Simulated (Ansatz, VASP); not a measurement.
Two plane-wave programs on W

Contents of INCAR:

```
SYSTEM = W
PREC = Accurate ; ENCUT = 520
EDIFF = 1E-6 ; ISMEAR = -1
SIGMA = 0.1 ; LREAL = .False.
LASPH = .True. ; NELM = 60
ALGO = Normal ; ISIF = 2
LWAVE = .False. ; LCHARG = .False.
GGA = RE ; NBANDS = 21
```

The input KPOINTS:

```
Automatic mesh
0
Gamma
  11 11 11
  0 0 0
```

Contents of POSCAR:

```
W
1.0
    0.0000000000      2.8065773804      2.8065773804
    2.8065773804      0.0000000000      2.8065773804
    2.8065773804      2.8065773804      0.0000000000
W
2
Direct
    0.1250000000      0.1250000000      0.1250000000
    0.8750000000      0.8750000000      0.8750000000
```

Input for Ansatz:

```yaml
crystal:
  lattice:
    - [0.0, 2.8065773804, 2.8065773804]
    - [2.8065773804, 0.0, 2.8065773804]
    - [2.8065773804, 2.8065773804, 0.0]
  atoms:
    - { symbol: W, position: [0.125, 0.125, 0.125] }
    - { symbol: W, position: [0.875, 0.875, 0.875] }
hamiltonian:
  xc: revpbe
  pseudopotentials:
    kind: paw
    azcp:
      W: "pseudopotentials/W.paw.azcp"
basis:
  ecutwfc: 420
  fft_grid_basis: typed
kpoints:
  mp_grid: { grid: [11, 11, 11], shift: [0, 0, 0] }
magnetization:
  spin_polarized: false
scf:
  occupations: { method: fermi_dirac, width: 0.1 }
  lower_state_search: "off"
output:
  stress: true
```

Alike in both runs: task single point; functional revPBE; k mesh 11 × 11 × 11; occupations fermi-dirac, width 0.1 eV; no spin polarisation.

|  | VASP | Ansatz |
| --- | --- | --- |
| version | VASP 6.6.1 | Ansatz 0.2.0 |
| potentials or method | VASP PAW PBE potentials, release 64 (W_sv), cutoff 520 eV | plane waves (420 eV) with PAW, scalar-relativistic |
| valence electrons in the cell | 28 | 28 |

|  | VASP | Ansatz | Ansatz less VASP |
| --- | --- | --- | --- |
| pressure (GPa) | 19.9 | 18.9 | -1.05 |

VASP's potentials were made for PBE, not for revPBE.

Spin-orbit coupling is off throughout.
